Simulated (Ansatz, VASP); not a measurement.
# CoSi in VASP and in Ansatz

```xyz
8
Lattice="4.2543 0.0000 0.0000 0.0000 4.2543 0.0000 0.0000 0.0000 4.2543" Properties=species:S:1:pos:R:3 pbc="T T T"
Co    0.6196    0.6196    0.6196
Co    1.5075    3.6346    2.7467
Co    2.7467    1.5075    3.6346
Co    3.6346    2.7467    1.5075
Si    3.5877    3.5877    3.5877
Si    2.7936    0.6665    1.4606
Si    1.4606    2.7936    0.6665
Si    0.6665    1.4606    2.7936
```

Change from the starting cell: strain -0.030 along x and y, -0.030 along z, atoms carried along.

Alike in both runs: task single point; functional PBEsol; k mesh 10 × 10 × 10; occupations gaussian, width 0.15 eV; no spin polarisation.

|  | VASP | Ansatz |
| --- | --- | --- |
| version | VASP 6.6.1 | Ansatz 0.2.0 |
| potentials or method | VASP PAW PBE potentials, release 64 (Co, Si), cutoff 520 eV | scalar-relativistic, plane waves, PAW |
| valence electrons in the cell | 52 | 84 |

```tsv
	VASP	Ansatz	Ansatz less VASP
gap on the k mesh at the Fermi level (eV)	none	none	-
pressure (GPa)	28.0	27.6	-0.39
rms of the force components (eV/Å)	0.108	0.102	-0.0054
```

VASP's potentials were made for PBE, not for PBEsol. Atom by atom the forces differ by 0.006 eV/Å (rms over components). A gap of «none» marks a metal or a gap that the smearing closes. VASP's potentials hold 52 valence electrons a cell and Ansatz's 84, so a difference there can come from the potentials and not from the codes.
